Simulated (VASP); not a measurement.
The system is Al2H.

```
CELL_PARAMETERS angstrom
-1.92689 1.92689 3.20676
1.92689 -1.92689 3.20676
1.92689 1.92689 -3.20676
ATOMIC_POSITIONS crystal
Al 0.73214 0.73214 0.00000
Al 0.26786 0.26786 0.00000
H 0.00000 0.00000 0.00000
```

| Quantity | Value |
| --- | --- |
| Program | VASP 6.6.1 |
| Task | relaxation of cell and atoms |
| Functional | PBE |
| Potentials or basis | VASP PAW PBE potentials, release 64 (Al, H) |
| Cutoff | 600 eV |
| k mesh | 16 × 16 × 16 |
| Occupations | gaussian, width 0.1 eV |
| Spin | no spin polarisation |

At the start: pressure 0.1 GPa; volume 15.88 Å³/atom.

**Question.** How do energy, volume and symmetry change on relaxing?

**Answer.** Over 33 steps the energy falls by 50.1 meV/atom and the volume is 18.72 Å³/atom (+17.9 %); space group I4/mmm (No. 139, to 0.1 Å) before and after.

The path:
```tsv
step	energy change (eV)	largest force (eV/Å)	pressure (GPa)	volume (Å³)
1	0.0000	0.0642	0.06	47.63
2	-0.0004	0.0551	0.08	47.67
3	-0.0014	0.0280	0.15	47.80
4	-0.0023	0.0266	0.29	48.05
5	-0.0025	0.0243	0.27	48.10
6	-0.0032	0.0171	0.22	48.24
7	-0.0044	0.0020	0.12	48.51
8	-0.0065	0.0321	-0.03	49.07
9	-0.0123	0.1060	-0.22	50.18
10	-0.0401	0.2278	-0.39	52.41
11	-0.1182	0.0468	-1.24	56.85
12	0.3507	2.0012	-3.14	65.76
13	-0.1075	0.4028	-1.06	57.54
14	-0.1086	0.3742	-1.00	57.35
15	-0.1093	0.3469	-0.94	57.16
16	-0.1096	0.3506	-0.96	57.23
17	-0.1104	0.3636	-1.04	57.43
18	-0.1110	0.3921	-1.19	57.82
19	-0.1119	0.3855	-1.18	57.81
20	-0.1147	0.3663	-1.17	57.77
21	-0.1198	0.3287	-1.14	57.70
22	-0.1288	0.2543	-1.06	57.55
23	-0.1416	0.1098	-0.89	57.24
24	-0.1472	0.1619	-0.41	56.62
25	-0.1483	0.0827	-0.57	56.81
26	-0.1489	0.0734	-0.47	56.67
27	-0.1500	0.0459	-0.16	56.26
28	-0.1494	0.0101	0.50	55.44
29	-0.1502	0.0278	0.05	55.99
30	-0.1503	0.0217	0.05	56.01
31	-0.1503	0.0021	0.01	56.06
32	-0.1503	0.0028	0.00	56.09
33	-0.1504	0.0046	-0.03	56.16
```

Final structure:
```cif
data_structure
_symmetry_space_group_name_H-M 'P 1'
_symmetry_Int_Tables_number 1
_cell_length_a 4.7806
_cell_length_b 4.7806
_cell_length_c 4.7806
_cell_angle_alpha 133.691
_cell_angle_beta 133.691
_cell_angle_gamma 67.571
_cell_volume 56.16
loop_
_atom_site_label
_atom_site_type_symbol
_atom_site_fract_x
_atom_site_fract_y
_atom_site_fract_z
_atom_site_occupancy
Al1 Al 0.78475 0.78475 0.00000 1
Al2 Al 0.21525 0.21525 0.00000 1
H1 H 0.00000 0.00000 0.00000 1
```

Caveat: the volume moved by over 15 % at a fixed basis, so the end points are rough.
